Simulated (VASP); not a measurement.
# Zn7Se8 (a cell with a defect) in VASP: further runs, part 3 of 3

VASP 6.6.1. Earlier steps stand in the parts before.

## (5) Single point, PBE

The input, INCAR:

```
  PREC = Accurate
  ENCUT = 520
  EDIFF = 1E-6
  ISMEAR = 0
  SIGMA = 0.02
  LREAL = Auto
  LASPH = T
  NELM = 60
  ALGO = Normal
  ISIF = 2
  LWAVE = F
  LCHARG = T
  GGA = PE
  LELF = T
  LVHAR = T
  NBANDS = 79
  NELECT = 134.0
```

The input, KPOINTS:

```
regular mesh
0
Gamma
  2 2 2
```

The input, POSCAR:

```
Zn7Se8
1.0
    0.0000000000      5.7317611763     -5.7317611763
    5.7317611763      5.7317611763      0.0000000000
    5.7317611763      0.0000000000     -5.7317611763
Zn Se
7 8
Direct
    0.4861447318      0.0138553400     -0.0138553400
    1.0138553093      0.4861447318     -0.0138553400
    1.0138552220      0.0138552528     -0.0138552528
    0.4861447318      0.4861447318      0.5138552374
    0.4861447318      0.0138553400      0.5138552374
    1.0138553093      0.4861447318      0.5138552374
    0.9999999692      0.0000000000      0.5000000719
    0.3811360824      0.3811360824      0.3565917939
    0.3775404162      0.8741532220      0.3741531501
    0.8741532220      0.3775404162      0.3741531501
    0.8741532220      0.8741532220      0.3741531501
    0.3811360824      0.3811360824      0.8811359798
    0.3811360824      0.8565918657      0.8811359798
    0.8565918657      0.3811360824      0.8811359798
    0.8741532220      0.8741532220      0.8775403136
```

Potentials or basis: VASP PAW PBE potentials, release 64 (Zn, Se).

The run is started by

```
$ cat potpaw_PBE.64/Zn/POTCAR potpaw_PBE.64/Se/POTCAR > POTCAR
$ mpirun -np 1 vasp_std > vasp.out
```

OUTCAR:

```text
PREC = Accurate
   ENCUT = 520
   EDIFF = 1E-6
   ISMEAR = 0
   LREAL = Auto
   LASPH = T
   NELM = 60
   ISIF = 2
   GGA = PE
   NELECT = 134.0

 ion  position               nearest neighbor table
   1  0.486  0.014  0.986-  12 2.44  13 2.44  15 2.57   9 2.57
   2  0.014  0.486  0.986-  12 2.44  14 2.44  15 2.57  10 2.57
   3  0.014  0.014  0.986-  14 2.44  13 2.44  11 2.57  15 2.57
   4  0.486  0.486  0.514-   8 2.44  12 2.44  10 2.57   9 2.57
   5  0.486  0.014  0.514-   8 2.44  13 2.44  11 2.57   9 2.57
   6  0.014  0.486  0.514-  14 2.44   8 2.44  11 2.57  10 2.57
   7  1.000  0.000  0.500-  15 2.50  10 2.50  11 2.50   9 2.50
   8  0.381  0.381  0.357-   4 2.44   5 2.44   6 2.44
   9  0.378  0.874  0.374-   7 2.50   1 2.57   4 2.57   5 2.57
  10  0.874  0.378  0.374-   7 2.50   2 2.57   4 2.57   6 2.57
  11  0.874  0.874  0.374-   7 2.50   3 2.57   6 2.57   5 2.57
  12  0.381  0.381  0.881-   1 2.44   4 2.44   2 2.44
  13  0.381  0.857  0.881-   5 2.44   1 2.44   3 2.44
  14  0.857  0.381  0.881-   6 2.44   2 2.44   3 2.44
  15  0.874  0.874  0.878-   7 2.50   3 2.57   2 2.57   1 2.57

  LATTYP: Found a face centered cubic cell.
 ALAT       =    11.4635223526

  Lattice vectors:

 A1 = (   0.0000000000,   5.7317611763,  -5.7317611763)
 A2 = (   5.7317611763,   5.7317611763,   0.0000000000)
 A3 = (   5.7317611763,   0.0000000000,  -5.7317611763)

Analysis of symmetry for initial positions (statically):
=====================================================================
 Subroutine PRICEL returns:
 Original cell was already a primitive cell.

 Routine SETGRP: Setting up the symmetry group for a
 face centered cubic supercell.

 Subroutine GETGRP returns: Found 24 space group operations
 (whereof  4 operations were pure point group operations)
 out of a pool of 48 trial point group operations.

The static configuration has the point symmetry C_2v.
 The point group associated with its full space group is T_d .

Analysis of symmetry for dynamics (positions and initial velocities):
=====================================================================
 Subroutine PRICEL returns:
 Original cell was already a primitive cell.

 Routine SETGRP: Setting up the symmetry group for a
 face centered cubic supercell.

 Subroutine GETGRP returns: Found 24 space group operations
 (whereof  4 operations were pure point group operations)
 out of a pool of 48 trial point group operations.

The dynamic configuration has the point symmetry C_2v.
 The point group associated with its full space group is T_d .

 Subroutine INISYM returns: Found 24 space group operations
 (whereof  4 operations are pure point group operations),
 and found     1 'primitive' translations

----------------------------------------------------------------------------------------

                                     Primitive cell

  volume of cell :     376.6121
[... 74 lines left out ...]
  0.500000  0.500000  0.000000      3.000000
   k-points           NKPTS =      3   k-points in BZ     NKDIM =      3   number of bands    NBANDS=     79
   number of dos      NEDOS =    301   number of ions     NIONS =     15
   total plane-waves  NPLWV = 216000
   dimension x,y,z NGX =    60 NGY =   60 NGZ =   60
   dimension x,y,z NGXF=   120 NGYF=  120 NGZF=  120
   ions per type =               7   8
   NGX,Y,Z   is equivalent  to a cutoff of  12.31, 12.31, 12.31 a.u.
   NGXF,Y,Z  is equivalent  to a cutoff of  24.61, 24.61, 24.61 a.u.
 SYSTEM =  unknown system
   PREC   = accura    normal or accurate (medium, high low for compatibility)
   ISTART =      0    job   : 0-new  1-cont  2-samecut
   ICHARG =      2    charge: 1-file 2-atom 10-const
   ISPIN  =      1    spin polarized calculation?
   LNONCOLLINEAR =      F non collinear calculations
   LSORBIT =      F    spin-orbit coupling
   LASPH  =      T    aspherical Exc in radial PAW
   ENCUT  =  520.0 eV  38.22 Ry    6.18 a.u.  15.07 15.07 15.07*2*pi/ulx,y,z
   NELM   =     60;   NELMIN=  2; NELMDL= -5     # of ELM steps
   EDIFF  = 0.1E-05   stopping-criterion for ELM
   LREAL  =      T    real-space projection
   EDIFFG = 0.1E-04   stopping-criterion for IOM
   NSW    =      0    number of steps for IOM
   IBRION =     -1    ionic relax: 0-MD 1-quasi-New 2-CG
   NFREE  =      0    steps in history (QN), initial steepest desc. (CG)
   ISIF   =      2    stress and relaxation
   ISYM   =      2    0-nonsym 1-usesym 2-fastsym
   POTIM  = 0.5000    time-step for ionic-motion
   TEBEG  =    0.0;   TEEND  =   0.0 temperature during run
   PSTRESS=    0.0 pullay stress
   NELECT =     134.0000    total number of electrons
   NUPDOWN=      -1.0000    fix difference up-down
   EMIN   =  10.00;   EMAX   =-10.00  energy-range for DOS
   EFERMI =   0.00;   METHOD = LEGACY
   ISMEAR =     0;   SIGMA  =   0.02  broadening in eV -4-tet -1-fermi 0-gaus
   EFERMI_NEDOS =   21; number of points for ismear=-14 and -15
   IALGO  =     38    algorithm
   IMIX   =      4    mixing-type and parameters
     AMIX     =   0.40;   BMIX     =  1.00
     AMIX_MAG =   1.60;   BMIX_MAG =  1.00
  volume/ion in A,a.u.               =      25.11       169.43
  Fermi-wavevector in a.u.,A,eV,Ry     =   1.160054  2.192185 18.309716  1.345726
  Thomas-Fermi vector in A             =   2.296641
   LORBIT       =      0    0 simple, 1 ext, 2 COOP (PROOUT), +10 PAW based schemes
   GGA     = PE    functional components
   LHFCALC =     F    Hartree Fock is set to
   AEXX    =    0.0000 exact exchange contribution
   IVDW    =     0    specifies the selected vdW correction
   LEPSILON=     F    determine dielectric tensor
   LRPA    =     F    only Hartree local field effects (RPA)
 non-spin polarized calculation
 Gauss-broadening in eV      SIGMA  =   0.02
  energy-cutoff  :      520.00
  volume of cell :      376.61
 maximum number of plane-waves:     10190
   NGX = 31   NGY = 31   NGZ = 31

 number of electron     133.9999961 magnetization

 Free energy of the ion-electron system (eV)
  ---------------------------------------------------
  ext. energy  EPLUGINS =         0.00000000
  ---------------------------------------------------
  free energy    TOTEN  =       -41.59173861 eV

  energy without entropy =      -41.59173861  energy(sigma->0) =      -41.59173861

 E-fermi :   1.3427     XC(G=0):  -9.0213

 val. band max:        1.2510525474   @ k =   0.0000   0.0000   0.0000
 cond. band min:       2.3678243246   @ k =   0.0000   0.0000   0.0000
 fundamental gap:      1.1167717772
 Fermi energy:         1.3427423788

 k-point     1 :       0.0000    0.0000    0.0000
  band No.  band energies     occupation
      1     -11.8170      2.00000
      2     -11.1309      2.00000
      3     -11.1309      2.00000
      4     -11.1309      2.00000
      5     -10.9555      2.00000
      6     -10.7023      2.00000
[... 235 lines left out ...]
     78       6.3380      0.00000
     79       7.0118      0.00000

------------------------ aborting loop because EDIFF is reached ----------------------------------------

  FORCE on cell =-STRESS in cart. coord.  units (eV):
  Direction    XX          YY          ZZ          XY          YZ          ZX
  --------------------------------------------------------------------------------------
  -------------------------------------------------------------------------------------
  Total       11.7227780     11.7227780     11.7227780     -0.0000000     -0.0000000     -0.0000000
  in kB       49.8708610     49.8708610     49.8708610     -0.0000000     -0.0000000     -0.0000000
  external PRESSURE =      49.8708610 kB  Pullay stress =       0.0000000 kB

 VOLUME and BASIS-vectors are now :
 -----------------------------------------------------------------------------
  energy-cutoff  :      520.00
  volume of cell :      376.61
      direct lattice vectors                 reciprocal lattice vectors
     0.000000000  5.731761176 -5.731761176    -0.087233223  0.087233223 -0.087233223
     5.731761176  5.731761176  0.000000000     0.087233223  0.087233223  0.087233223
     5.731761176  0.000000000 -5.731761176     0.087233223 -0.087233223 -0.087233223

 POSITION                                       TOTAL-FORCE (eV/Angst)
 -----------------------------------------------------------------------------------
      5.73176      2.86588     -8.43881         0.000000      0.000000     -0.005009
      8.43881      2.86588     -5.73176         0.005009      0.000000     -0.000000
      5.73176      0.15883     -5.73176         0.000000     -0.005009     -0.000000
      5.73176      5.57293     -5.73176         0.000000      0.005009     -0.000000
      3.02471      2.86588     -5.73176        -0.005009      0.000000     -0.000000
      5.73176      2.86588     -3.02471         0.000000      0.000000      0.005009
      2.86588      5.73176     -8.59764         0.000000      0.000000     -0.000000
      4.22848      4.36916     -4.22848        -0.017981      0.017981      0.017981
      7.15499      7.17441     -4.30853         0.004234     -0.004234      0.004234
      4.30853      7.17441     -7.15499        -0.004234     -0.004234     -0.004234
      7.15499     10.02087     -7.15499         0.004234      0.004234     -0.004234
      7.23504      4.36916     -7.23504         0.017981      0.017981     -0.017981
      9.96024      7.09436     -7.23504        -0.017981     -0.017981     -0.017981
      7.23504      7.09436     -9.96024         0.017981     -0.017981      0.017981
     10.04029     10.02087    -10.04029        -0.004234      0.004234      0.004234
 -----------------------------------------------------------------------------------
    total drift:                                0.000502     -0.003145     -0.000207

  FREE ENERGIE OF THE ION-ELECTRON SYSTEM (eV)
  ---------------------------------------------------
  free  energy   TOTEN  =       -41.5917386129 eV

  energy  without entropy=      -41.5917386128  energy(sigma->0) =      -41.59173861
```

It took 3.6 min on 1 thread of Intel Xeon Platinum 8488C (Sapphire Rapids), shared host; peak memory 0.48 GiB.

What came out:

- Free energy: -41.5917 eV
- Largest force: 0.031 eV/Å

Forces in eV/Å, atoms in the order of the input:
```
Zn   0.000  0.000 -0.005
Zn   0.005  0.000  0.000
Zn   0.000 -0.005  0.000
Zn   0.000  0.005  0.000
Zn  -0.005  0.000  0.000
Zn   0.000  0.000  0.005
Zn   0.000  0.000  0.000
Se  -0.018  0.018  0.018
Se   0.004 -0.004  0.004
Se  -0.004 -0.004 -0.004
Se   0.004  0.004 -0.004
Se   0.018  0.018 -0.018
Se  -0.018 -0.018 -0.018
Se   0.018 -0.018  0.018
Se  -0.004  0.004  0.004
```

Levels at points of the mesh, in eV from the Fermi level:
```tsv
k point	band 64	band 65	band 66	band 67	band 68	band 69	band 70	band 71
(0.00, 0.00, 0.00)	-0.78	-0.09	-0.09	-0.09	1.03	2.13	2.13	2.13
(0.50, 0.00, 0.00)	-0.72	-0.72	-0.33	-0.33	2.36	2.53	3.27	3.27
(0.50, 0.50, 0.00)	-1.14	-0.96	-0.59	-0.59	3.50	3.50	3.63	3.70
```

Caveat: the k points lie up to 0.47 Å⁻¹ apart; the cell carries a net charge on a neutralising background, which shifts energy and pressure; the cell is charged against a uniform background, so pressure and absolute levels hang on convention.
